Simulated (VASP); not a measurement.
# C10O in VASP: notebook

Runs on C10O. Level: PBE. Tasks: single point.

Everything below comes from runs of VASP 6.6.1. Logs are shortened: lines on timing, memory, paths and dates and some standing lists are left out, and cuts for length are marked.

### 1 The cell of the first run

The cell holds a wire or tube with vacuum around it, 11 atoms: a = 4.272 Å, b = 8.872 Å, c = 20.279 Å, α = 90.00°, β = 90.00°, γ = 103.93°.

### 2 Single point, PBE

INCAR reads:

```
PREC     = Accurate       # precision mode
ENCUT    = 520            # plane-wave cutoff, eV
EDIFF    = 1E-6           # SCF threshold, eV
ISMEAR   = 0              # smearing method
SIGMA    = 0.1            # smearing width, eV
LREAL    = F              # projectors in reciprocal space
LASPH    = T              # aspherical terms in the spheres
NELM     = 80             # most SCF steps
ALGO     = Normal         # electronic algorithm
ISIF     = 2              # what is computed and relaxed
LWAVE    = F              # write WAVECAR
LCHARG   = F              # write CHGCAR
LDIPOL   = T            
IDIPOL   = 3            
DIPOL    = 0.5 0.5 0.328
GGA      = PE             # functional
NBANDS   = 34             # bands
```

KPOINTS reads:

```
regular mesh
0
Gamma
  7 3 1
```

POSCAR reads:

```
C10O
1.0
    4.2718357708      0.0000000000      0.0000000000
   -2.1359178854      8.6110540238      0.0000000000
    0.0000000000      0.0000000000     20.2788004813
C O
10 1
Direct
    0.1564123854      0.9794914374      0.1972503257
    0.8230790520      0.9794914374      0.1972503257
    0.6461581040      0.9589828748      0.2574344554
    0.3128247708      0.9589828748      0.2574344554
    0.1338042252      0.9383827949      0.3175270426
    0.8045778963      0.9383825959      0.3175270455
    0.6222260098      0.9176685708      0.3778997975
    0.2954418906      0.9176685766      0.3778997213
    0.0947392957      0.8987953138      0.4329048587
    0.8040522437      0.8987946148      0.4329053136
    0.5947392957      1.6487953138      0.4380541467
```

Potentials or basis: VASP PAW PBE potentials, release 64 (C, O).

On the command line:

```sh
$ cat potpaw_PBE.64/C/POTCAR potpaw_PBE.64/O/POTCAR > POTCAR
$ mpirun -np 1 vasp_std > vasp.out
```

OUTCAR:

```text
PREC = Accurate
   ENCUT = 520
   EDIFF = 1E-6
   ISMEAR = 0
   LREAL = F
   LASPH = T
   NELM = 80
   ISIF = 2
   GGA = PE

 ion  position               nearest neighbor table
   1  0.156  0.979  0.197-   2 1.42   4 1.42
   2  0.823  0.979  0.197-   1 1.42   3 1.42
   3  0.646  0.959  0.257-   4 1.42   2 1.42   6 1.43
   4  0.313  0.959  0.257-   3 1.42   1 1.42   5 1.43
   5  0.134  0.938  0.318-   6 1.41   4 1.43   8 1.44
   6  0.805  0.938  0.318-   5 1.41   3 1.43   7 1.44
   7  0.622  0.918  0.378-  10 1.39   8 1.40   6 1.44
   8  0.295  0.918  0.378-   9 1.39   7 1.40   5 1.44
   9  0.095  0.899  0.433-  10 1.24   8 1.39
  10  0.804  0.899  0.433-   9 1.24   7 1.39
  11  0.595  0.649  0.438-

  LATTYP: Found a base centered orthorhombic cell.
 ALAT       =     4.2718357708
 B/A-ratio  =     4.0315473187
 C/A-ratio  =     4.7470927183

  Lattice vectors:

 A1 = (   2.1359178854,  -8.6110540238,   0.0000000000)
 A2 = (   2.1359178854,   8.6110540238,   0.0000000000)
 A3 = (   0.0000000000,   0.0000000000,  20.2788004813)

Analysis of symmetry for initial positions (statically):
=====================================================================
 Subroutine PRICEL returns:
 Original cell was already a primitive cell.

 Routine SETGRP: Setting up the symmetry group for a
 base centered orthorhombic supercell.

 Subroutine GETGRP returns: Found  1 space group operations
 (whereof  1 operations were pure point group operations)
 out of a pool of  8 trial point group operations.

The static configuration has the point symmetry C_1 .

Analysis of symmetry for dynamics (positions and initial velocities):
=====================================================================
 Subroutine PRICEL returns:
 Original cell was already a primitive cell.

 Routine SETGRP: Setting up the symmetry group for a
 base centered orthorhombic supercell.

 Subroutine GETGRP returns: Found  1 space group operations
 (whereof  1 operations were pure point group operations)
 out of a pool of  8 trial point group operations.

The dynamic configuration has the point symmetry C_1 .

 Subroutine INISYM returns: Found  1 space group operations
 (whereof  1 operations are pure point group operations),
 and found     1 'primitive' translations

----------------------------------------------------------------------------------------

                                     Primitive cell

  volume of cell :     745.9559

  direct lattice vectors                    reciprocal lattice vectors
     4.271835771  0.000000000  0.000000000     0.234091396  0.058064901  0.000000000
    -2.135917885  8.611054024  0.000000000     0.000000000  0.116129802  0.000000000
     0.000000000  0.000000000 20.278800481     0.000000000  0.000000000  0.049312581

  length of vectors
     4.271835771  8.872000711 20.278800481     0.241185229  0.116129802  0.049312581

  position of ions in fractional coordinates (direct lattice)
     0.156412385  0.979491437  0.197250326
     0.823079052  0.979491437  0.197250326
     0.646158104  0.958982875  0.257434455
     0.312824771  0.958982875  0.257434455
     0.133804225  0.938382795  0.317527043
     0.804577896  0.938382596  0.317527046
     0.622226010  0.917668571  0.377899797
     0.295441891  0.917668577  0.377899721
     0.094739296  0.898795314  0.432904859
     0.804052244  0.898794615  0.432905314
     0.594739296  0.648795314  0.438054147

  ion indices of the primitive-cell ions
   primitive index   ion index
                 1           1
                 2           2
                 3           3
                 4           4
                 5           5
                 6           6
[... 38 lines left out ...]
|                                                                             |
|        The reciprocal lattice is base centered orthorhombic,                |
|        whereas your k-lattice is simple monoclinic.                         |
|                                                                             |
|     Results are often still useful ...                                      |
|                                                                             |
 -----------------------------------------------------------------------------

 WARNING: IBZKPT: internal override: KBLOWUP is changed to .FALSE.
      ... skipping the blow-up phase ...

 Subroutine IBZKPT returns following result:
 ===========================================

 Found     11 irreducible k-points:

 Following reciprocal coordinates:
            Coordinates               Weight
  0.000000  0.000000  0.000000      1.000000
  0.142857 -0.000000  0.000000      2.000000
  0.285714  0.000000  0.000000      2.000000
  0.428571  0.000000  0.000000      2.000000
  0.000000  0.333333  0.000000      2.000000
  0.142857  0.333333  0.000000      2.000000
  0.285714  0.333333  0.000000      2.000000
  0.428571  0.333333  0.000000      2.000000
 -0.428571  0.333333  0.000000      2.000000
 -0.285714  0.333333  0.000000      2.000000
 -0.142857  0.333333  0.000000      2.000000
   k-points           NKPTS =     11   k-points in BZ     NKDIM =     11   number of bands    NBANDS=     34
   number of dos      NEDOS =    301   number of ions     NIONS =     11
   total plane-waves  NPLWV = 358400
   dimension x,y,z NGX =    32 NGY =   70 NGZ =  160
   dimension x,y,z NGXF=    64 NGYF=  140 NGZF=  320
   ions per type =              10   1
   NGX,Y,Z   is equivalent  to a cutoff of  12.45, 13.12, 13.12 a.u.
   NGXF,Y,Z  is equivalent  to a cutoff of  24.91, 26.23, 26.23 a.u.
 SYSTEM =  unknown system
   PREC   = accura    normal or accurate (medium, high low for compatibility)
   ISTART =      0    job   : 0-new  1-cont  2-samecut
   ICHARG =      2    charge: 1-file 2-atom 10-const
   ISPIN  =      1    spin polarized calculation?
   LNONCOLLINEAR =      F non collinear calculations
   LSORBIT =      F    spin-orbit coupling
   LASPH  =      T    aspherical Exc in radial PAW
   ENCUT  =  520.0 eV  38.22 Ry    6.18 a.u.   7.94 16.50 37.71*2*pi/ulx,y,z
   NELM   =     80;   NELMIN=  2; NELMDL= -5     # of ELM steps
   EDIFF  = 0.1E-05   stopping-criterion for ELM
   LREAL  =      F    real-space projection
   EDIFFG = 0.1E-04   stopping-criterion for IOM
   NSW    =      0    number of steps for IOM
   IBRION =     -1    ionic relax: 0-MD 1-quasi-New 2-CG
   NFREE  =      0    steps in history (QN), initial steepest desc. (CG)
   ISIF   =      2    stress and relaxation
   ISYM   =      2    0-nonsym 1-usesym 2-fastsym
   POTIM  = 0.5000    time-step for ionic-motion
   TEBEG  =    0.0;   TEEND  =   0.0 temperature during run
   PSTRESS=    0.0 pullay stress
   NELECT =      46.0000    total number of electrons
   NUPDOWN=      -1.0000    fix difference up-down
   EMIN   =  10.00;   EMAX   =-10.00  energy-range for DOS
   EFERMI =   0.00;   METHOD = LEGACY
   ISMEAR =     0;   SIGMA  =   0.10  broadening in eV -4-tet -1-fermi 0-gaus
   EFERMI_NEDOS =   21; number of points for ismear=-14 and -15
   IALGO  =     38    algorithm
   IMIX   =      4    mixing-type and parameters
     AMIX     =   0.40;   BMIX     =  1.00
     AMIX_MAG =   1.60;   BMIX_MAG =  1.00
  volume/ion in A,a.u.               =      67.81       457.63
  Fermi-wavevector in a.u.,A,eV,Ry     =   0.646780  1.222236  5.691644  0.418324
  Thomas-Fermi vector in A             =   1.714874
   LORBIT       =      0    0 simple, 1 ext, 2 COOP (PROOUT), +10 PAW based schemes
   GGA     = PE    functional components
   LHFCALC =     F    Hartree Fock is set to
   AEXX    =    0.0000 exact exchange contribution
   IVDW    =     0    specifies the selected vdW correction
   LEPSILON=     F    determine dielectric tensor
   LRPA    =     F    only Hartree local field effects (RPA)
 non-spin polarized calculation
 Gauss-broadening in eV      SIGMA  =   0.10
  energy-cutoff  :      520.00
  volume of cell :      745.96
 maximum number of plane-waves:     20148
   NGX = 15   NGY = 33   NGZ = 75

 dipolmoment           0.000000      0.000000     -0.021942 electrons x Angstroem

 number of electron      46.0000002 magnetization

 dipolmoment           0.000000      0.000000      0.161211 electrons x Angstroem

 Free energy of the ion-electron system (eV)
  ---------------------------------------------------
  ext. energy  EPLUGINS =         0.00000000
  ---------------------------------------------------
  free energy    TOTEN  =       -84.18499758 eV

  energy without entropy =      -84.11950952  energy(sigma->0) =      -84.15225355

 E-fermi :  -5.2834     XC(G=0):  -2.2080

 val. band max:       -5.2922166809   @ k =  -0.4286   0.3333   0.0000
 cond. band min:      -5.1969637901   @ k =   0.2857   0.3333   0.0000
 fundamental gap:      0.0952528908
 Fermi energy:        -5.2833595742

 k-point     1 :       0.0000    0.0000    0.0000
  band No.  band energies     occupation
      1     -23.6543      2.00000
      2     -21.9343      2.00000
      3     -20.5041      2.00000
      4     -19.1600      2.00000
      5     -18.4149      2.00000
      6     -17.7611      2.00000
[... 396 lines left out ...]
     33       1.5674      0.00000
     34       2.0546      0.00000

------------------------ aborting loop because EDIFF is reached ----------------------------------------

 vacuum level on the upper side and lower side of the slab       (xc-potential included)         0.303        -0.480

  FORCE on cell =-STRESS in cart. coord.  units (eV):
  Direction    XX          YY          ZZ          XY          YZ          ZX
  --------------------------------------------------------------------------------------
  -------------------------------------------------------------------------------------
  Total        0.3787128     -5.0100684     -2.4527892     -0.8770854      0.2483395      1.4469233
  in kB        0.8134061    -10.7607147     -5.2681446     -1.8838197      0.5333880      3.1077277
  external PRESSURE =      -5.0718177 kB  Pullay stress =       0.0000000 kB

 VOLUME and BASIS-vectors are now :
 -----------------------------------------------------------------------------
  energy-cutoff  :      520.00
  volume of cell :      745.96
      direct lattice vectors                 reciprocal lattice vectors
     4.271835771  0.000000000  0.000000000     0.234091396  0.058064901  0.000000000
    -2.135917885  8.611054024  0.000000000     0.000000000  0.116129802  0.000000000
     0.000000000  0.000000000 20.278800481     0.000000000  0.000000000  0.049312581

 POSITION                                       TOTAL-FORCE (eV/Angst)
 -----------------------------------------------------------------------------------
     -1.42395      8.43445      4.00000        -7.102853     -0.274223      1.094923
      1.42395      8.43445      4.00000         6.983966     -0.081048      1.181549
      0.71197      8.25785      5.22046        -0.275269      0.133734     -1.160325
     -0.71197      8.25785      5.22046         0.238535      0.213328     -0.848502
     -1.43272      8.08046      6.43907        -0.020897     -0.097779     -0.448322
      1.43272      8.08046      6.43907        -0.103947      0.089799     -0.049947
      0.69798      7.90209      7.66335        -0.293712      0.354252     -0.692099
     -0.69799      7.90209      7.66335        -0.085962      0.065913      0.515835
     -1.51504      7.73958      8.77879         2.272837     -0.091384     -0.174726
      1.51503      7.73957      8.77880        -1.924746     -2.555906      0.580058
      1.15486      5.58681      8.88321         0.312047      2.243313      0.001556
 -----------------------------------------------------------------------------------
    total drift:                               -0.000317     -0.000287     -0.000150

  FREE ENERGIE OF THE ION-ELECTRON SYSTEM (eV)
  ---------------------------------------------------
  free  energy   TOTEN  =       -84.1849975846 eV

  energy  without entropy=      -84.1195095244  energy(sigma->0) =      -84.15225355

 vacuum level on the upper side and lower side of the slab         1.697         0.892
```

It took 9.2 min on 1 thread of Intel Xeon 6975P-C (Granite Rapids), shared host; peak memory 0.8 GiB.

Results:

| Item | Value |
| --- | --- |
| Free energy | -84.1850 eV |
| Largest force | 7.192 eV/Å |
| Band gap on the k mesh | 0.02 eV (least direct gap 0.08 eV) |

Forces on the atoms (eV/Å):
```
C   -7.103 -0.274  1.095
C    6.984 -0.081  1.182
C   -0.275  0.134 -1.160
C    0.239  0.213 -0.849
C   -0.021 -0.098 -0.448
C   -0.104  0.090 -0.050
C   -0.294  0.354 -0.692
C   -0.086  0.066  0.516
C    2.273 -0.091 -0.175
C   -1.925 -2.556  0.580
O    0.312  2.243  0.002
```

Caveat: the smearing spreads over this small gap.

### 3 Single point, PBE

INCAR reads:

```
ALGO = Normal
DIPOL = 0.5 0.5 0.321
EDIFF = 1E-6
ENCUT = 520
GGA = PE
IDIPOL = 3
ISIF = 2
ISMEAR = 0
LASPH = T
LCHARG = T
LDIPOL = T
LELF = T
LREAL = F
LVACPOTAV = T
LVHAR = T
LWAVE = F
NBANDS = 34
NELM = 80
PREC = Accurate
SIGMA = 0.1
```

KPOINTS reads:

```
k-points
0
Gamma
  7 3 1
```

Changes to POSCAR since step 2:

```diff
@@ -18,2 +18,2 @@
     0.8040522437      0.8987946148      0.4329053136
-    0.5947392957      1.6487953138      0.4380541467
+    0.8447392957      1.3987953138      0.3609089447
```

Potentials or basis: VASP PAW PBE potentials, release 64 (C, O).

On the command line:

```sh
$ cat potpaw_PBE.64/C/POTCAR potpaw_PBE.64/O/POTCAR > POTCAR
$ mpirun -np 1 vasp_std > vasp.out
```

Wall time 8.8 min (1 thread of Intel Xeon 6975P-C (Granite Rapids), shared host); peak memory 0.81 GiB.

The run converged. Its results:

| Quantity | Value |
| --- | --- |
| Free energy | -83.3691 eV |
| Largest force | 7.446 eV/Å |
| Band gap on the k mesh | zero (bands 23 and 24 overlap by 0.08 eV) |

Forces in eV/Å, atoms in the order of the input:
```
C   -7.333 -0.184  1.276
C    7.333 -0.183  1.277
C   -0.450  0.177 -1.191
C    0.451  0.177 -1.192
C   -0.124  0.009 -0.048
C    0.123  0.012 -0.048
C    0.019  0.003  0.060
C   -0.018 -0.003  0.059
C   -0.138  0.008 -0.088
C    0.138  0.011 -0.088
O   -0.001 -0.026 -0.017
```

Levels at points of the mesh, in eV from the Fermi level:
```csv
k point,band 22,band 23,band 24,band 25,band 26,band 27
"(0.00, 0.00, 0.00)",-0.06,0.05,0.89,1.29,1.40,2.32
```

The gap in the log of VASP goes by the Fermi energy; the results here count the filled bands.